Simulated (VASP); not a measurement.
# Si3N4 (Fd-3m) in VASP: a series of runs

The runs below take Si3N4 through single point, relaxation of cell and atoms, with PBEsol.

All numbers are computed with VASP 6.6.1; they aren't measurements. Logs are shortened: lines on timing, memory, paths and dates and some standing lists are left out, and cuts for length are marked.

**What was measured.**

“Photoluminescence and electronic transitions in cubic silicon nitride”, 2016, pmc:4698759 quotes, for a powder of Si3N4: band gap 4.8 ± 0.2 eV (optical).

How close the calculation comes is told below.

## (1) The cell of the first run

Symmetry: Fd-3m, No. 227, cubic system. The conventional cell has a = 7.744 Å, b = 7.744 Å, c = 7.744 Å, α = 90.00°, β = 90.00°, γ = 90.00°. Si (site symmetry -3m) has 6 N at 1.88 Å within 2.5 Å. Within 2.4 Å of Si (site symmetry -43m) lie 4 N at 1.78 Å. N (site symmetry 3m) has 4 Si at 1.78 to 1.88 Å within 2.4 Å.

## (2) Single point, PBEsol

Input file INCAR:

```
SYSTEM = Si3N4
PREC = Accurate
ENCUT = 520
EDIFF = 1E-6
ISMEAR = 0
SIGMA = 0.01
LREAL = .False.
LASPH = .True.
NELM = 100
ALGO = Normal
ISIF = 2
LWAVE = .False.
LCHARG = .True.
GGA = PS
LELF = .True.
LVHAR = .True.
NBANDS = 45
```

Input file KPOINTS:

```
regular mesh
0
Gamma
  6 6 6
  0 0 0
```

Input file POSCAR:

```
Si3N4
1.0
    0.0000000000      3.8718039081      3.8718039081
    3.8718039081      0.0000000000      3.8718039081
    3.8718039081      3.8718039081      0.0000000000
Si N
6 8
Direct
    0.6250000000      0.6250000000      0.6250000000
    0.1250000000      0.6250000000      0.6250000000
    0.6250000000      0.6250000000      0.1250000000
    0.6250000000      0.1250000000      0.6250000000
    0.0000000000      0.0000000000      0.0000000000
    0.2500000000      0.2500000000      0.2500000000
    0.3824518944      0.3824518944      0.3824518944
    0.3973556832      0.8675481056      0.8675481056
    0.3824518944      0.3824518944      0.8526443168
    0.8675481056      0.3973556832      0.8675481056
    0.8526443168      0.3824518944      0.3824518944
    0.8675481056      0.8675481056      0.8675481056
    0.3824518944      0.8526443168      0.3824518944
    0.8675481056      0.8675481056      0.3973556832
```

Potentials or basis: VASP PAW PBE potentials, release 64 (Si, N).

Started as:

```bash
cat potpaw_PBE.64/Si/POTCAR potpaw_PBE.64/N/POTCAR > POTCAR
mpirun -np 1 vasp_std > vasp.out
```

OUTCAR:

```text
SYSTEM = Si3N4
   PREC = Accurate
   ENCUT = 520
   EDIFF = 1E-6
   ISMEAR = 0
   LREAL = .False.
   LASPH = .True.
   NELM = 100
   ISIF = 2
   GGA = PS

 ion  position               nearest neighbor table
   1  0.625  0.625  0.625-   9 1.88  14 1.88  10 1.88  11 1.88  13 1.88   8 1.88   2 2.74   3 2.74
                             4 2.74   3 2.74   4 2.74   2 2.74
   2  0.125  0.625  0.625-   7 1.88   9 1.88  10 1.88  12 1.88  13 1.88  14 1.88   1 2.74   3 2.74
                             4 2.74   1 2.74   3 2.74   4 2.74
   3  0.625  0.625  0.125-   7 1.88   8 1.88  10 1.88  11 1.88  12 1.88  13 1.88   1 2.74   1 2.74
                             2 2.74   4 2.74   4 2.74   2 2.74
   4  0.625  0.125  0.625-   7 1.88   8 1.88   9 1.88  11 1.88  12 1.88  14 1.88   1 2.74   3 2.74
                             1 2.74   2 2.74   3 2.74   2 2.74
   5  0.000  0.000  0.000-   8 1.78  10 1.78  14 1.78  12 1.78
   6  0.250  0.250  0.250-   9 1.78  11 1.78  13 1.78   7 1.78
   7  0.382  0.382  0.382-   6 1.78   3 1.88   4 1.88   2 1.88
   8  0.397  0.868  0.868-   5 1.78   4 1.88   3 1.88   1 1.88
   9  0.382  0.382  0.853-   6 1.78   2 1.88   4 1.88   1 1.88
  10  0.868  0.397  0.868-   5 1.78   3 1.88   2 1.88   1 1.88
  11  0.853  0.382  0.382-   6 1.78   4 1.88   3 1.88   1 1.88
  12  0.868  0.868  0.868-   5 1.78   3 1.88   4 1.88   2 1.88
  13  0.382  0.853  0.382-   6 1.78   3 1.88   2 1.88   1 1.88
  14  0.868  0.868  0.397-   5 1.78   2 1.88   4 1.88   1 1.88

  LATTYP: Found a face centered cubic cell.
 ALAT       =     7.7436078162

  Lattice vectors:

 A1 = (   0.0000000000,   3.8718039081,   3.8718039081)
 A2 = (   3.8718039081,   0.0000000000,   3.8718039081)
 A3 = (   3.8718039081,   3.8718039081,   0.0000000000)

Analysis of symmetry for initial positions (statically):
=====================================================================
 Subroutine PRICEL returns:
 Original cell was already a primitive cell.

 Routine SETGRP: Setting up the symmetry group for a
 face centered cubic supercell.

 Subroutine GETGRP returns: Found 48 space group operations
 (whereof 24 operations were pure point group operations)
 out of a pool of 48 trial point group operations.

The static configuration has the point symmetry T_d .
 The point group associated with its full space group is O_h .

Analysis of symmetry for dynamics (positions and initial velocities):
=====================================================================
 Subroutine PRICEL returns:
 Original cell was already a primitive cell.

 Routine SETGRP: Setting up the symmetry group for a
 face centered cubic supercell.

 Subroutine GETGRP returns: Found 48 space group operations
 (whereof 24 operations were pure point group operations)
 out of a pool of 48 trial point group operations.

The dynamic configuration has the point symmetry T_d .
 The point group associated with its full space group is O_h .

 Subroutine INISYM returns: Found 48 space group operations
 (whereof 24 operations are pure point group operations),
 and found     1 'primitive' translations

----------------------------------------------------------------------------------------

                                     Primitive cell

  volume of cell :     116.0834

  direct lattice vectors                    reciprocal lattice vectors
     0.000000000  3.871803908  3.871803908    -0.129138771  0.129138771  0.129138771
     3.871803908  0.000000000  3.871803908     0.129138771 -0.129138771  0.129138771
     3.871803908  3.871803908  0.000000000     0.129138771  0.129138771 -0.129138771

  length of vectors
     5.475557598  5.475557598  5.475557598     0.223674913  0.223674913  0.223674913

  position of ions in fractional coordinates (direct lattice)
     0.625000000  0.625000000  0.625000000
     0.125000000  0.625000000  0.625000000
     0.625000000  0.625000000  0.125000000
     0.625000000  0.125000000  0.625000000
     0.000000000  0.000000000  0.000000000
     0.250000000  0.250000000  0.250000000
     0.382451894  0.382451894  0.382451894
     0.397355683  0.867548106  0.867548106
     0.382451894  0.382451894  0.852644317
     0.867548106  0.397355683  0.867548106
     0.852644317  0.382451894  0.382451894
     0.867548106  0.867548106  0.867548106
     0.382451894  0.852644317  0.382451894
     0.867548106  0.867548106  0.397355683

  ion indices of the primitive-cell ions
   primitive index   ion index
                 1           1
                 2           2
                 3           3
                 4           4
                 5           5
                 6           6
                 7           7
                 8           8
                 9           9
                10          10
                11          11
                12          12
                13          13
                14          14

----------------------------------------------------------------------------------------

 KPOINTS: regular mesh

Automatic generation of k-mesh.
 Grid dimensions read from file:
 generate k-points for:    6    6    6

 Generating k-lattice:

  Cartesian coordinates                     Fractional coordinates (reciprocal lattice)
    -0.021523129  0.021523129  0.021523129     0.166666667  0.000000000  0.000000000
     0.021523129 -0.021523129  0.021523129     0.000000000  0.166666667  0.000000000
     0.021523129  0.021523129 -0.021523129     0.000000000  0.000000000  0.166666667

  Length of vectors
     0.037279152  0.037279152  0.037279152

  Shift w.r.t. Gamma in fractional coordinates (k-lattice)
     0.000000000  0.000000000  0.000000000

 Subroutine IBZKPT returns following result:
 ===========================================

 Found     16 irreducible k-points:

 Following reciprocal coordinates:
            Coordinates               Weight
  0.000000  0.000000  0.000000      1.000000
  0.166667  0.000000  0.000000      8.000000
  0.333333  0.000000  0.000000      8.000000
  0.500000  0.000000  0.000000      4.000000
  0.166667  0.166667  0.000000      6.000000
  0.333333  0.166667  0.000000     24.000000
[... 8 lines left out ...]
 -0.333333  0.333333  0.166667     24.000000
 -0.333333  0.500000  0.166667     12.000000
[... 8 lines left out ...]
 SYSTEM =  Si3N4
   PREC   = accura    normal or accurate (medium, high low for compatibility)
   ISTART =      0    job   : 0-new  1-cont  2-samecut
   ICHARG =      2    charge: 1-file 2-atom 10-const
   ISPIN  =      1    spin polarized calculation?
   LNONCOLLINEAR =      F non collinear calculations
   LSORBIT =      F    spin-orbit coupling
   LASPH  =      T    aspherical Exc in radial PAW
   ENCUT  =  520.0 eV  38.22 Ry    6.18 a.u.  10.18 10.18 10.18*2*pi/ulx,y,z
   NELM   =    100;   NELMIN=  2; NELMDL= -5     # of ELM steps
   EDIFF  = 0.1E-05   stopping-criterion for ELM
   LREAL  =      F    real-space projection
   EDIFFG = 0.1E-04   stopping-criterion for IOM
   NSW    =      0    number of steps for IOM
   IBRION =     -1    ionic relax: 0-MD 1-quasi-New 2-CG
   NFREE  =      0    steps in history (QN), initial steepest desc. (CG)
   ISIF   =      2    stress and relaxation
   ISYM   =      2    0-nonsym 1-usesym 2-fastsym
   POTIM  = 0.5000    time-step for ionic-motion
   TEBEG  =    0.0;   TEEND  =   0.0 temperature during run
   PSTRESS=    0.0 pullay stress
   NELECT =      64.0000    total number of electrons
   NUPDOWN=      -1.0000    fix difference up-down
   EMIN   =  10.00;   EMAX   =-10.00  energy-range for DOS
   EFERMI =   0.00;   METHOD = LEGACY
   ISMEAR =     0;   SIGMA  =   0.01  broadening in eV -4-tet -1-fermi 0-gaus
   EFERMI_NEDOS =   21; number of points for ismear=-14 and -15
   IALGO  =     38    algorithm
   IMIX   =      4    mixing-type and parameters
     AMIX     =   0.40;   BMIX     =  1.00
     AMIX_MAG =   1.60;   BMIX_MAG =  1.00
  volume/ion in A,a.u.               =       8.29        55.95
  Fermi-wavevector in a.u.,A,eV,Ry     =   1.342388  2.536746 24.517782  1.802006
  Thomas-Fermi vector in A             =   2.470546
   LORBIT       =      0    0 simple, 1 ext, 2 COOP (PROOUT), +10 PAW based schemes
   GGA     = PS    functional components
   LHFCALC =     F    Hartree Fock is set to
   AEXX    =    0.0000 exact exchange contribution
   IVDW    =     0    specifies the selected vdW correction
   LEPSILON=     F    determine dielectric tensor
   LRPA    =     F    only Hartree local field effects (RPA)
 non-spin polarized calculation
 Gauss-broadening in eV      SIGMA  =   0.01
  energy-cutoff  :      520.00
  volume of cell :      116.08
 maximum number of plane-waves:      3143
 NGX is ok and might be reduce to    42
   NGX = 21   NGY = 21   NGZ = 21

 number of electron      64.0000005 magnetization

 Free energy of the ion-electron system (eV)
  ---------------------------------------------------
  ext. energy  EPLUGINS =         0.00000000
  ---------------------------------------------------
  free energy    TOTEN  =      -119.29176929 eV

  energy without entropy =     -119.29176929  energy(sigma->0) =     -119.29176929

 E-fermi :   9.3005     XC(G=0): -12.4850

 val. band max:        9.2567258057   @ k =  -0.1667   0.1667   0.0000
 cond. band min:      12.5387588549   @ k =   0.0000   0.0000   0.0000
 fundamental gap:      3.2820330492
 Fermi energy:         9.3004896379

 k-point     1 :       0.0000    0.0000    0.0000
  band No.  band energies     occupation
      1      -9.6895      2.00000
      2      -6.3142      2.00000
      3      -5.3663      2.00000
      4      -5.3663      2.00000
      5      -5.3663      2.00000
      6      -4.3607      2.00000
[... 36 lines left out ...]
     43      17.0555      0.00000
     44      18.8385      0.00000

 k-point     2 :       0.1667    0.0000    0.0000
  band No.  band energies     occupation
      1      -9.5391      2.00000
      2      -6.5028      2.00000
      3      -5.7029      2.00000
      4      -5.3397      2.00000
      5      -5.3397      2.00000
      6      -4.4738      2.00000
[... 36 lines left out ...]
     43      17.4885      0.00000
     44      18.3473      0.00000

 k-point     3 :       0.3333    0.0000    0.0000
  band No.  band energies     occupation
      1      -9.1119      2.00000
      2      -7.2591      2.00000
      3      -5.8826      2.00000
      4      -5.2508      2.00000
      5      -5.2508      2.00000
      6      -4.7613      2.00000
[... 600 lines left out ...]
     43      19.2943      0.00000
     44      19.2965      0.00000

 k-point    16 :      -0.3333    0.5000    0.1667
  band No.  band energies     occupation
      1      -7.9501      2.00000
      2      -7.9501      2.00000
      3      -6.6059      2.00000
      4      -6.6059      2.00000
      5      -5.0756      2.00000
      6      -5.0756      2.00000
[... 36 lines left out ...]
     43      19.0430      0.00000
     44      19.0430      0.00000
 [bands above 44 left out]

------------------------ aborting loop because EDIFF is reached ----------------------------------------

  FORCE on cell =-STRESS in cart. coord.  units (eV):
  Direction    XX          YY          ZZ          XY          YZ          ZX
  --------------------------------------------------------------------------------------
  -------------------------------------------------------------------------------------
  Total        0.2650722      0.2650722      0.2650722      0.0000000      0.0000000      0.0000000
  in kB        3.6585142      3.6585142      3.6585142      0.0000000      0.0000000      0.0000000
  external PRESSURE =       3.6585142 kB  Pullay stress =       0.0000000 kB

 VOLUME and BASIS-vectors are now :
 -----------------------------------------------------------------------------
  energy-cutoff  :      520.00
  volume of cell :      116.08
      direct lattice vectors                 reciprocal lattice vectors
     0.000000000  3.871803908  3.871803908    -0.129138771  0.129138771  0.129138771
     3.871803908  0.000000000  3.871803908     0.129138771 -0.129138771  0.129138771
     3.871803908  3.871803908  0.000000000     0.129138771  0.129138771 -0.129138771

 POSITION                                       TOTAL-FORCE (eV/Angst)
 -----------------------------------------------------------------------------------
      4.83975      4.83975      4.83975        -0.000000     -0.000000     -0.000000
      4.83975      2.90385      2.90385        -0.000000     -0.000000     -0.000000
      2.90385      2.90385      4.83975        -0.000000     -0.000000     -0.000000
      2.90385      4.83975      2.90385        -0.000000     -0.000000     -0.000000
      0.00000      0.00000      0.00000        -0.000000     -0.000000     -0.000000
      1.93590      1.93590      1.93590        -0.000000     -0.000000     -0.000000
      2.96156      2.96156      2.96156        -0.005961     -0.005961     -0.005961
      6.71795      4.89746      4.89746         0.005961     -0.005961     -0.005961
      4.78205      4.78205      2.96156         0.005961      0.005961     -0.005961
      4.89746      6.71795      4.89746        -0.005961      0.005961     -0.005961
      2.96156      4.78205      4.78205        -0.005961      0.005961      0.005961
      6.71795      6.71795      6.71795         0.005961      0.005961      0.005961
      4.78205      2.96156      4.78205         0.005961     -0.005961      0.005961
      4.89746      4.89746      6.71795        -0.005961     -0.005961      0.005961
 -----------------------------------------------------------------------------------
    total drift:                                0.000000      0.000000      0.000000

  FREE ENERGIE OF THE ION-ELECTRON SYSTEM (eV)
  ---------------------------------------------------
  free  energy   TOTEN  =      -119.2917692890 eV

  energy  without entropy=     -119.2917692890  energy(sigma->0) =     -119.29176929
```

Wall time 41 s (1 thread of Intel Xeon 6975P-C (Granite Rapids), shared host); peak memory 0.26 GiB.

Results:

```
Free energy            : -119.2918 eV
Pressure               : 0.4 GPa
Largest force          : 0.010 eV/Å
Band gap on the k mesh : 3.28 eV (least direct gap 3.32 eV)
```

Forces on the atoms (eV/Å):
```
Si   0.000  0.000  0.000
Si   0.000  0.000  0.000
Si   0.000  0.000  0.000
Si   0.000  0.000  0.000
Si   0.000  0.000  0.000
Si   0.000  0.000  0.000
N   -0.006 -0.006 -0.006
N    0.006 -0.006 -0.006
N    0.006  0.006 -0.006
N   -0.006  0.006 -0.006
N   -0.006  0.006  0.006
N    0.006  0.006  0.006
N    0.006 -0.006  0.006
N   -0.006 -0.006  0.006
```

Caveat: the PAW data sets were made with another functional, which shifts forces and pressure a little.

## (3) Relaxation of cell and atoms, PBEsol

This run uses another cell than the first one, of 8.08 Å³/atom.

Input file INCAR:

```
  PREC = Accurate
  ENCUT = 600
  EDIFF = 1E-6
  ISMEAR = 0
  SIGMA = 0.01
  LREAL = False
  LASPH = True
  NELM = 100
  ALGO = Normal
  ISIF = 3
  LWAVE = False
  LCHARG = False
  GGA = PS
  IBRION = 2
  NSW = 80
  EDIFFG = -0.002
```

Input file KPOINTS:

```
regular mesh
0
Gamma
  6 6 6
```

Input file POSCAR:

```
Si3N4
1.0
    0.0000000000      3.8382500000      3.8382500000
    3.8382500000      0.0000000000      3.8382500000
    3.8382500000      3.8382500000      0.0000000000
Si N
6 8
Direct
    0.6250000000      0.6250000000      0.6250000000
    0.1250000000      0.6250000000      0.6250000000
    0.6250000000      0.6250000000      0.1250000000
    0.6250000000      0.1250000000      0.6250000000
    0.0000000000      0.0000000000      0.0000000000
    0.2500000000      0.2500000000      0.2500000000
    0.3824000000      0.3824000000      0.3824000000
    0.3972000000      0.8676000000      0.8676000000
    0.3824000000      0.3824000000      0.8528000000
    0.8676000000      0.3972000000      0.8676000000
    0.8528000000      0.3824000000      0.3824000000
    0.8676000000      0.8676000000      0.8676000000
    0.3824000000      0.8528000000      0.3824000000
    0.8676000000      0.8676000000      0.3972000000
```

Potentials or basis: VASP PAW PBE potentials, release 64 (Si, N).

Started as:

```bash
cat potpaw_PBE.64/Si/POTCAR potpaw_PBE.64/N/POTCAR > POTCAR
mpirun -np 1 vasp_std > vasp.out
```

Wall time 3.7 min (1 thread of Intel Xeon 6975P-C (Granite Rapids), shared host); peak memory 0.35 GiB.

Results (log left out):

```yaml
Free_energy: -119.2997 eV
Relaxed_volume: 8.30 Å³/atom
Relaxed_cell: a = 5.477 Å, b = 5.477 Å, c = 5.477 Å, α = 60.00°, β = 60.00°, γ = 60.00°
Space_group_after_relaxing_to_0.1_Å: Fd-3m (No. 227)
Energy_gained_by_relaxing: 5.9 meV/atom
Ionic_steps: 12
Pressure_after_relaxing: 0.0 GPa
Band_gap_on_the_k_mesh: 3.28 eV (least direct gap 3.31 eV)
```

Step by step:
```
step  energy change (eV)  largest force (eV/Å)  pressure (GPa)  volume (Å³)
   1              0.0000                0.0700            8.78       113.09
   2              0.0715                0.2965          -10.67       120.49
   3             -0.0813                0.0938           -0.03       116.14
   4             -0.0813                0.0908            0.14       116.08
   5             -0.0814                0.0877            0.05       116.18
   6             -0.0821                0.0003            0.10       116.13
   7             -0.0821                0.0034            0.09       116.13
   8             -0.0821                0.0006           -0.08       116.20
   9             -0.0821                0.0022           -0.01       116.17
  10             -0.0821                0.0023            0.00       116.16
  11             -0.0821                0.0023            0.00       116.16
  12             -0.0821                0.0007            0.00       116.16
```

Final structure:
```yaml
crystal:
  lattice:
    - [0.00000, 3.87269, 3.87269]
    - [3.87269, 0.00000, 3.87269]
    - [3.87269, 3.87269, 0.00000]
  atoms:
    - { symbol: Si, position: [0.62500, 0.62500, 0.62500] }
    - { symbol: Si, position: [0.12500, 0.62500, 0.62500] }
    - { symbol: Si, position: [0.62500, 0.62500, 0.12500] }
    - { symbol: Si, position: [0.62500, 0.12500, 0.62500] }
    - { symbol: Si, position: [0.00000, 0.00000, 0.00000] }
    - { symbol: Si, position: [0.25000, 0.25000, 0.25000] }
    - { symbol: N, position: [0.38244, 0.38244, 0.38244] }
    - { symbol: N, position: [0.39732, 0.86756, 0.86756] }
    - { symbol: N, position: [0.38244, 0.38244, 0.85268] }
    - { symbol: N, position: [0.86756, 0.39732, 0.86756] }
    - { symbol: N, position: [0.85268, 0.38244, 0.38244] }
    - { symbol: N, position: [0.86756, 0.86756, 0.86756] }
    - { symbol: N, position: [0.38244, 0.85268, 0.38244] }
    - { symbol: N, position: [0.86756, 0.86756, 0.39732] }
```

Levels at points of the mesh, in eV from the valence-band top:
```csv
k point,band 28,band 29,band 30,band 31,band 32,band 33,band 34,band 35,band 36,band 37
"(0.00, 0.00, 0.00)",-0.18,-0.18,-0.04,-0.04,-0.04,3.28,3.28,3.28,4.89,6.13
"(0.50, 0.00, 0.00)",-0.85,-0.48,-0.48,-0.36,-0.36,4.86,5.66,5.66,6.30,6.77
"(0.50, 0.50, 0.00)",-1.71,-1.13,-1.13,-0.46,-0.46,6.58,6.58,6.91,6.91,7.80
```

Caveat: the PAW data sets were made with another functional, which shifts forces and pressure a little. PBEsol gaps usually lie below the measured ones, often by a third to a half.

## (4) How close it comes

Step 2. A measured gap of Si3N4 is 4.8 eV (optical; powder; quoted in “Photoluminescence and electronic transitions in cubic silicon nitride”, 2016, pmc:4698759); the calculated 3.28 eV misses it by -1.52 eV. 2 values of this kind are on record (4.3 to 4.8 eV); this one was drawn at random, those with a stated uncertainty first. The value is that of PBEsol on a finite k mesh, which can miss the band edges, without temperature or zero-point motion. Semilocal functionals fall short of measured gaps as a rule.
